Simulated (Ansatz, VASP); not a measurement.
CuI in VASP and in Ansatz

File POSCAR:

```
CuI
1.0
    2.9514632234      2.9514632234      0.0000000000
   -2.9514632234      2.9514632234      0.0000000000
    0.0000000000      2.9514632234      3.0920416927
Cu I
1 1
Direct
    0.7500000000      0.2500000000      0.5000000000
    0.0000000000      0.0000000000      0.0000000000
```

The input INCAR.step1:

```
PREC = Accurate
ENCUT = 520
ISMEAR = 0
SIGMA = 0.01
LREAL = F
LASPH = T
NELM = 60
NBANDS = 16
GGA = PE
ALGO = Normal
EDIFF = 1E-4
LWAVE = T
LCHARG = F
```

File INCAR.step2:

```
PREC = Accurate
ENCUT = 520
EDIFF = 1E-7
ISMEAR = 0
SIGMA = 0.01
LREAL = F
LASPH = T
NELM = 60
ALGO = Normal
ISIF = 2
LWAVE = F
LCHARG = F
METAGGA = R2SCAN
LMIXTAU = T
NBANDS = 16
ISTART = 1
```

Contents of KPOINTS:

```
Automatic mesh
0
Gamma
  6 6 6
```

Input for Ansatz:

```yaml
crystal:
  lattice:
    - [2.95146322341, 2.95146322341, 0.0]
    - [-2.95146322341, 2.95146322341, 0.0]
    - [0.0, 2.95146322341, 3.09204169269]
  atoms:
    - { symbol: Cu, position: [0.75, 0.25, 0.5] }
    - { symbol: I, position: [0.0, 0.0, 0.0] }
kpoints:
  mp_grid: { grid: [6, 6, 6] }
scf:
  occupations: { method: fixed }
  convergence: { dr2_threshold: 1.0e-10 }
hamiltonian:
  xc: r2scan
  pseudopotentials: { kind: paw }
output:
  forces: true
  stress: true
  eigenstates:
    kpoints:
      - [0.0, 0.0, 0.0]
      - [-0.5, -0.5, -0.5]
      - [-0.5, 0.5, 0.0]
      - [0.0, 0.0, -0.5]
      - [0.0, -0.5, -0.5]
      - [0.0, 0.5, 0.0]
      - [-0.5, 0.0, 0.0]
      - [-0.5, 0.0, -0.5]
  eigenvalues: true
```

Change from the starting cell: film at in-plane strain -0.02.

Alike in both runs: task single point; functional r2SCAN; k mesh 6 × 6 × 6; no spin polarisation.

|  | VASP | Ansatz |
| --- | --- | --- |
| version | VASP 6.6.1 | Ansatz 0.2.0 |
| potentials or method | VASP PAW PBE potentials, release 64 (Cu, I) | PAW with Ansatz's default frozen-core files, scalar-relativistic |
| plane-wave cutoff (eV) | 520 | 500 |
| occupations | gaussian, width 0.01 eV | fixed |
| valence electrons in the cell | 18 | 36 |

```csv
,VASP,Ansatz,Ansatz less VASP
gap on the k mesh at the Fermi level (eV),1.68,1.68,-0.005
pressure (GPa),0.6,0.6,+0.04
"traceless stress, the component that is largest in VASP (GPa)",-0.61,-0.61,-0.001
```

VASP's potentials were made for PBE, not for r2SCAN. VASP's potentials hold 18 valence electrons a cell and Ansatz's 36, so a difference there can come from the potentials and not from the codes.

Neither program's run includes spin-orbit coupling.
